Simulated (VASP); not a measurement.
# AgCl (R-3m) in VASP: further runs

The runs below take AgCl through electric field gradients, with LDA.

Program: VASP 6.6.1. These are calculated values, not measurements. Logs are shortened: lines on timing, memory, paths and dates and some standing lists are left out, and cuts for length are marked.

## Step 1: The cell of the first run

It takes space group R-3m (No. 166, trigonal). Conventional cell: a = 3.883 Å, b = 3.883 Å, c = 9.799 Å, α = 90.00°, β = 90.00°, γ = 120.00°. Within 3.7 Å of Ag (site symmetry -3m) lie 6 Cl at 2.77 Å. Within 3.7 Å of Cl (site symmetry -3m) lie 6 Ag at 2.77 Å.

## Step 2: Electric field gradients, LDA (equal xy, yz and zx shear strains of +2 %)

INCAR

```
  ALGO = Normal
  EDIFF = 1E-8
  ENCUT = 520
  ISIF = 2
  ISMEAR = -1
  LASPH = True
  LCHARG = False
  LEFG = True
  LREAL = False
  LWAVE = False
  NBANDS = 16
  NELM = 80
  PREC = Accurate
  SIGMA = 0.02
```

KPOINTS

```
k-points
0
Gamma
  8 8 8
```

POSCAR

```
AgCl
1.0
    0.0554630000      2.8008815000      2.8008815000
    2.8008815000      0.0554630000      2.8008815000
    2.8008815000      2.8008815000      0.0554630000
Ag Cl
1 1
Direct
    0.5000000000      0.5000000000      0.5000000000
    0.0000000000      0.0000000000      0.0000000000
```

Potentials or basis: VASP PAW LDA potentials, release 64 (Ag, Cl).

Launch:

```sh
$ cat potpaw_LDA.64/Ag/POTCAR potpaw_LDA.64/Cl/POTCAR > POTCAR
$ mpirun -np 1 vasp_std > vasp.out
```

OUTCAR:

```text
EDIFF = 1E-8
   ENCUT = 520
   ISIF = 2
   ISMEAR = -1
   LASPH = True
   LREAL = False
   NELM = 80
   PREC = Accurate

 ion  position               nearest neighbor table
   1  0.500  0.500  0.500-   2 2.77   2 2.77   2 2.77   2 2.77   2 2.77   2 2.77
   2  0.000  0.000  0.000-   1 2.77   1 2.77   1 2.77   1 2.77   1 2.77   1 2.77

  LATTYP: Found a trigonal (rhomboedric) cell.
 ALAT       =     3.9614328845
 COS(alpha) =     0.5197000882

  Lattice vectors:

 A1 = (   0.0554630000,   2.8008815000,   2.8008815000)
 A2 = (   2.8008815000,   0.0554630000,   2.8008815000)
 A3 = (   2.8008815000,   2.8008815000,   0.0554630000)

Analysis of symmetry for initial positions (statically):
=====================================================================
 Subroutine PRICEL returns:
 Original cell was already a primitive cell.

 Routine SETGRP: Setting up the symmetry group for a
 trigonal (rhombohedral) supercell.

 Subroutine GETGRP returns: Found 12 space group operations
 (whereof 12 operations were pure point group operations)
 out of a pool of 12 trial point group operations.

The static configuration has the point symmetry D_3d.

Analysis of symmetry for dynamics (positions and initial velocities):
=====================================================================
 Subroutine PRICEL returns:
 Original cell was already a primitive cell.

 Routine SETGRP: Setting up the symmetry group for a
 trigonal (rhombohedral) supercell.

 Subroutine GETGRP returns: Found 12 space group operations
 (whereof 12 operations were pure point group operations)
 out of a pool of 12 trial point group operations.

The dynamic configuration has the point symmetry D_3d.

 Subroutine INISYM returns: Found 12 space group operations
 (whereof 12 operations are pure point group operations),
 and found     1 'primitive' translations

----------------------------------------------------------------------------------------

                                     Primitive cell

  volume of cell :      42.6403

  direct lattice vectors                    reciprocal lattice vectors
     0.055463000  2.800881500  2.800881500    -0.183907102  0.180336091  0.180336091
     2.800881500  0.055463000  2.800881500     0.180336091 -0.183907102  0.180336091
     2.800881500  2.800881500  0.055463000     0.180336091  0.180336091 -0.183907102

[... 125 lines left out ...]
  ext. energy  EPLUGINS =         0.00000000
  ---------------------------------------------------
  free energy    TOTEN  =        -6.71116011 eV

  energy without entropy =       -6.71116011  energy(sigma->0) =       -6.71116011

 E-fermi :   3.9287     XC(G=0): -10.4418

 val. band max:        3.6064592272   @ k =   0.5000   0.0000   0.0000
 cond. band min:       4.2195874443   @ k =   0.0000   0.0000   0.0000
 fundamental gap:      0.6131282170
 Fermi energy:         3.9286990064

 k-point     1 :       0.0000    0.0000    0.0000
  band No.  band energies     occupation
      1     -11.4656      2.00000
      2       1.0254      2.00000
      3       1.0655      2.00000
      4       1.0655      2.00000
      5       1.1047      2.00000
      6       1.1047      2.00000
[... 433 lines left out ...]
      3      -0.3751      2.00000
      4      -0.1091      2.00000
      5       1.2708      2.00000
      6       1.3329      2.00000
[... 8 lines left out ...]
     15      16.9990      0.00000
     16      17.0990      0.00000

 [... further k-points ...]

------------------------ aborting loop because EDIFF is reached ----------------------------------------

  FORCE on cell =-STRESS in cart. coord.  units (eV):
  Direction    XX          YY          ZZ          XY          YZ          ZX
  --------------------------------------------------------------------------------------
  -------------------------------------------------------------------------------------
  Total       -1.4887003     -1.4887003     -1.4887003     -0.0449853     -0.0449853     -0.0449853
  in kB      -55.9367474    -55.9367474    -55.9367474     -1.6902868     -1.6902868     -1.6902868
  external PRESSURE =     -55.9367474 kB  Pullay stress =       0.0000000 kB

 VOLUME and BASIS-vectors are now :
 -----------------------------------------------------------------------------
  energy-cutoff  :      520.00
  volume of cell :       42.64
      direct lattice vectors                 reciprocal lattice vectors
     0.055463000  2.800881500  2.800881500    -0.183907102  0.180336091  0.180336091
     2.800881500  0.055463000  2.800881500     0.180336091 -0.183907102  0.180336091
     2.800881500  2.800881500  0.055463000     0.180336091  0.180336091 -0.183907102

 POSITION                                       TOTAL-FORCE (eV/Angst)
 -----------------------------------------------------------------------------------
      2.82861      2.82861      2.82861         0.000000      0.000000     -0.000000
      0.00000      0.00000      0.00000        -0.000000     -0.000000      0.000000
 -----------------------------------------------------------------------------------
    total drift:                                0.000000      0.000000      0.000000

  FREE ENERGIE OF THE ION-ELECTRON SYSTEM (eV)
  ---------------------------------------------------
  free  energy   TOTEN  =        -6.7111601148 eV

  energy  without entropy=       -6.7111601135  energy(sigma->0) =       -6.71116011

 Electric field gradients (V/A^2)
---------------------------------------------------------------------
 ion       V_xx      V_yy      V_zz      V_xy      V_xz      V_yz
---------------------------------------------------------------------
   1      -0.000     0.000     0.000    -2.212    -2.212    -2.212
   2      -0.000     0.000     0.000     4.668     4.668     4.668
---------------------------------------------------------------------

 Electric field gradients after diagonalization (V/A^2)
 (convention: |V_zz| > |V_xx| > |V_yy|)
----------------------------------------------------------------------
 ion       V_xx      V_yy      V_zz     asymmetry (V_yy - V_xx)/ V_zz
----------------------------------------------------------------------
   1       2.212     2.212    -4.423       0.000
   2      -4.668    -4.668     9.337       0.000
----------------------------------------------------------------------

           NMR quadrupolar parameters

 Cq : quadrupolar parameter    Cq=e*Q*V_zz/h
 eta: asymmetry parameters     (V_yy - V_xx)/ V_zz
 Q  : nuclear electric quadrupole moment in mb (millibarn)
----------------------------------------------------------------------
 ion       Cq(MHz)       eta       Q (mb)
----------------------------------------------------------------------
   1      -0.011       0.000       1.000
   2       0.023       0.000       1.000
----------------------------------------------------------------------
```

OSZICAR:

```text
N       E                     dE             d eps       ncg     rms          rms(c)
DAV:   1     0.886982333915E+02    0.88698E+02   -0.85462E+03  2080   0.102E+03
DAV:   2    -0.397418307892E+01   -0.92672E+02   -0.84753E+02  2584   0.214E+02
DAV:   3    -0.686154953907E+01   -0.28874E+01   -0.28792E+01  2680   0.387E+01
DAV:   4    -0.687518528959E+01   -0.13636E-01   -0.13635E-01  2600   0.305E+00
DAV:   5    -0.687533146028E+01   -0.14617E-03   -0.14617E-03  2616   0.317E-01    0.635E+00
DAV:   6    -0.672061468582E+01    0.15472E+00   -0.24440E-01  2800   0.667E+00    0.420E+00
DAV:   7    -0.671399935315E+01    0.66153E-02   -0.61799E-02  2584   0.167E+00    0.192E+00
DAV:   8    -0.671125039829E+01    0.27490E-02   -0.42096E-03  2408   0.584E-01    0.241E-01
DAV:   9    -0.671115101621E+01    0.99382E-04   -0.25270E-04  2776   0.233E-01    0.434E-02
DAV:  10    -0.671116014753E+01   -0.91313E-05   -0.27222E-05  2496   0.448E-02    0.139E-02
DAV:  11    -0.671116012520E+01    0.22339E-07   -0.29690E-07  2696   0.421E-03    0.209E-03
DAV:  12    -0.671116011738E+01    0.78178E-08   -0.10671E-07  2584   0.247E-03    0.691E-04
DAV:  13    -0.671116011479E+01    0.25868E-08   -0.95174E-09  1768   0.110E-03
   1 F= -.67111601E+01 E0= -.67111601E+01  d E =-.128417E-08
```

stdout:

```text
POSCAR found type information on POSCAR AgCl
 POSCAR found :  2 types and       2 ions
 scaLAPACK will be used
 LDA part: xc-table for (Slater(with rela. corr.)+CA(PZ))
 , standard interpolation
 POSCAR, INCAR and KPOINTS ok, starting setup
 FFT: planning ... GRIDC
 FFT: planning ... GRID_SOFT
 FFT: planning ... GRID
 WAVECAR not read
 entering main loop
ion   1

ion   2
```

Wall time 21 s (1 thread of Intel Xeon 6975P-C (Granite Rapids), shared host); peak memory 0.17 GiB.

What came out:

| Quantity | Value |
| --- | --- |
| Free energy | -6.7112 eV |
| Pressure | -5.6 GPa |
| Band gap on the k mesh | 0.61 eV, indirect (least direct gap 2.89 eV) |

Stress tensor (GPa, compression positive):
```
-5.59 -0.17 -0.17
-0.17 -5.59 -0.17
-0.17 -0.17 -5.59
```

Electric field gradients, principal values (V/Å²):
```csv
atom,least,middle,greatest (by size)
1 Ag,2.212,2.212,-4.423
2 Cl,-4.668,-4.668,9.337
```

Caveat: the cell differs from its parent crystal (equal xy, yz and zx shear strains of +2 %); without QUAD_EFG the Cq values of the log hold for a quadrupole moment of 1 mb, not for the nuclei.

## Step 3: Electric field gradients, LDA (equal xy, yz and zx shear strains of +2 %)

INCAR

```
SYSTEM = AgCl
  PREC = Accurate
  ENCUT = 520
  EDIFF = 1E-8
  ISMEAR = -1
  SIGMA = 0.02
  LREAL = .False.
  LASPH = .True.
  NELM = 80
  ALGO = Normal
  ISIF = 2
  LWAVE = .False.
  LCHARG = .False.
  GGA = CA
  LEFG = .True.
  NBANDS = 16
```

KPOINTS

```
regular mesh
0
Gamma
  8 8 8
  0 0 0
```

POSCAR is that of step 2.

Potentials or basis: VASP PAW LDA potentials, release 64 (Ag, Cl).

Launch:

```sh
$ cat potpaw_LDA.64/Ag/POTCAR potpaw_LDA.64/Cl/POTCAR > POTCAR
$ mpirun -np 1 vasp_std > vasp.out
```

OUTCAR:

```text
SYSTEM = AgCl
   PREC = Accurate
   ENCUT = 520
   EDIFF = 1E-8
   ISMEAR = -1
   LREAL = .False.
   LASPH = .True.
   NELM = 80
   ISIF = 2
   GGA = CA

 ion  position               nearest neighbor table
   1  0.500  0.500  0.500-   2 2.77   2 2.77   2 2.77   2 2.77   2 2.77   2 2.77
   2  0.000  0.000  0.000-   1 2.77   1 2.77   1 2.77   1 2.77   1 2.77   1 2.77

  LATTYP: Found a trigonal (rhomboedric) cell.
 ALAT       =     3.9614328845
 COS(alpha) =     0.5197000882

  Lattice vectors:

 A1 = (   0.0554630000,   2.8008815000,   2.8008815000)
[... 670 lines left out ...]
  free  energy   TOTEN  =        -6.7111601148 eV

  energy  without entropy=       -6.7111601135  energy(sigma->0) =       -6.71116011

 Electric field gradients (V/A^2)
---------------------------------------------------------------------
 ion       V_xx      V_yy      V_zz      V_xy      V_xz      V_yz
---------------------------------------------------------------------
   1      -0.000     0.000     0.000    -2.212    -2.212    -2.212
   2      -0.000     0.000     0.000     4.668     4.668     4.668
---------------------------------------------------------------------

 Electric field gradients after diagonalization (V/A^2)
 (convention: |V_zz| > |V_xx| > |V_yy|)
----------------------------------------------------------------------
 ion       V_xx      V_yy      V_zz     asymmetry (V_yy - V_xx)/ V_zz
----------------------------------------------------------------------
   1       2.212     2.212    -4.423       0.000
   2      -4.668    -4.668     9.337       0.000
----------------------------------------------------------------------

           NMR quadrupolar parameters

 Cq : quadrupolar parameter    Cq=e*Q*V_zz/h
 eta: asymmetry parameters     (V_yy - V_xx)/ V_zz
 Q  : nuclear electric quadrupole moment in mb (millibarn)
----------------------------------------------------------------------
 ion       Cq(MHz)       eta       Q (mb)
----------------------------------------------------------------------
   1      -0.011       0.000       1.000
   2       0.023       0.000       1.000
----------------------------------------------------------------------
```

OSZICAR:

```text
N       E                     dE             d eps       ncg     rms          rms(c)
DAV:   1     0.886982333915E+02    0.88698E+02   -0.85462E+03  2080   0.102E+03
DAV:   2    -0.397418307892E+01   -0.92672E+02   -0.84753E+02  2584   0.214E+02
DAV:   3    -0.686154953907E+01   -0.28874E+01   -0.28792E+01  2680   0.387E+01
DAV:   4    -0.687518528959E+01   -0.13636E-01   -0.13635E-01  2600   0.305E+00
DAV:   5    -0.687533146028E+01   -0.14617E-03   -0.14617E-03  2616   0.317E-01    0.635E+00
DAV:   6    -0.672061468582E+01    0.15472E+00   -0.24440E-01  2800   0.667E+00    0.420E+00
DAV:   7    -0.671399935315E+01    0.66153E-02   -0.61799E-02  2584   0.167E+00    0.192E+00
DAV:   8    -0.671125039829E+01    0.27490E-02   -0.42096E-03  2408   0.584E-01    0.241E-01
DAV:   9    -0.671115101621E+01    0.99382E-04   -0.25270E-04  2776   0.233E-01    0.434E-02
DAV:  10    -0.671116014753E+01   -0.91313E-05   -0.27222E-05  2496   0.448E-02    0.139E-02
DAV:  11    -0.671116012520E+01    0.22339E-07   -0.29690E-07  2696   0.421E-03    0.209E-03
DAV:  12    -0.671116011738E+01    0.78178E-08   -0.10671E-07  2584   0.247E-03    0.691E-04
DAV:  13    -0.671116011479E+01    0.25868E-08   -0.95174E-09  1768   0.110E-03
   1 F= -.67111601E+01 E0= -.67111601E+01  d E =-.128417E-08
```

stdout:

```text
POSCAR found type information on POSCAR AgCl
 POSCAR found :  2 types and       2 ions
 scaLAPACK will be used
 LDA part: xc-table for (Slater(with rela. corr.)+CA(PZ))
 , standard interpolation
 POSCAR, INCAR and KPOINTS ok, starting setup
 FFT: planning ... GRIDC
 FFT: planning ... GRID_SOFT
 FFT: planning ... GRID
 WAVECAR not read
 entering main loop
ion   1

ion   2
```

Run time: 20 s. Hardware: 1 thread of Intel Xeon 6975P-C (Granite Rapids), shared host; peak memory 0.17 GiB.

Results:

* Free energy: -6.7112 eV
* Pressure: -5.6 GPa
* Band gap on the k mesh: 0.61 eV, indirect (least direct gap 2.89 eV)

Levels at points of the mesh, in eV from the valence-band top:
| k point | band 7 | band 8 | band 9 | band 10 | band 11 | band 12 |
| --- | --- | --- | --- | --- | --- | --- |
| (0.00, 0.00, 0.00) | -2.42 | -2.28 | -2.28 | 0.61 | 10.48 | 10.83 |
| (0.50, 0.00, 0.00) | -1.83 | -0.04 | 0.00 | 3.90 | 6.35 | 7.25 |
| (0.50, 0.50, 0.00) | -2.05 | -2.04 | -1.97 | 2.10 | 7.82 | 8.34 |
| (0.50, 0.50, 0.50) | -1.89 | -0.05 | -0.05 | 4.04 | 6.18 | 7.63 |

Electric field gradients, principal values (V/Å²):
| atom | least | middle | greatest (by size) |
| --- | --- | --- | --- |
| 1 Ag | 2.212 | 2.212 | -4.423 |
| 2 Cl | -4.668 | -4.668 | 9.337 |

Caveat: the cell differs from its parent crystal (equal xy, yz and zx shear strains of +2 %); without QUAD_EFG the Cq values of the log hold for a quadrupole moment of 1 mb, not for the nuclei. A k mesh can miss the band edges.
